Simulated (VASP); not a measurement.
Set up this calculation in VASP 6.6.1, as the native input.

```
Task                   : single point
Functional             : LDA
Potentials or basis    : VASP PAW LDA potentials, release 64 (I, K_sv)
Cutoff                 : 520 eV
k mesh                 : 7 × 7 × 7
Occupations            : fermi-dirac, width 0.05 eV
Spin                   : no spin polarisation
Dipole correction      : no
Further INCAR settings : ALGO = Normal; EDIFF = 1e-06; NBANDS = 15
```

The structure of KI lies in POSCAR:

```
KI
1.0
    0.0000000000      3.5327750000      3.5327750000
    3.5327750000      0.0000000000      3.5327750000
    3.5327750000      3.5327750000      0.0000000000
I K
1 1
Direct
    0.5000000000      0.5000000000      0.5000000000
    0.0000000000      0.0000000000      0.0000000000
```

One way to write it, as run:

INCAR

```
SYSTEM = KI
PREC     = Accurate       ! precision mode
ENCUT    = 520            ! plane-wave cutoff, eV
EDIFF    = 1E-6           ! SCF threshold, eV
ISMEAR   = -1             ! smearing method
SIGMA    = 0.05           ! smearing width, eV
LREAL    = .False.        ! projectors in reciprocal space
LASPH    = .True.         ! aspherical terms in the spheres
NELM     = 80             ! most SCF steps
ALGO     = Normal         ! electronic algorithm
ISIF     = 2              ! what is computed and relaxed
LWAVE    = .False.        ! write WAVECAR
LCHARG   = .False.        ! write CHGCAR
GGA      = CA             ! functional
NBANDS   = 15             ! bands
```

KPOINTS

```
Automatic mesh
0
Gamma
  7 7 7
  0 0 0
```

Potentials or basis: VASP PAW LDA potentials, release 64 (I, K_sv).

Run with:

```bash
$ cat potpaw_LDA.64/I/POTCAR potpaw_LDA.64/K_sv/POTCAR > POTCAR
$ mpirun -np 1 vasp_std > vasp.out
```

It gave:

- Pressure: -1.3 GPa
- Band gap on the k mesh: 3.61 eV, direct

Caveat: spin-orbit coupling is left out, which moves the levels of the heavy elements.

Run time: 16 s on 1 thread of Intel(R) Xeon(R) Platinum 8559C (Emerald Rapids), with other jobs on the host, peak memory 0.2 GiB.
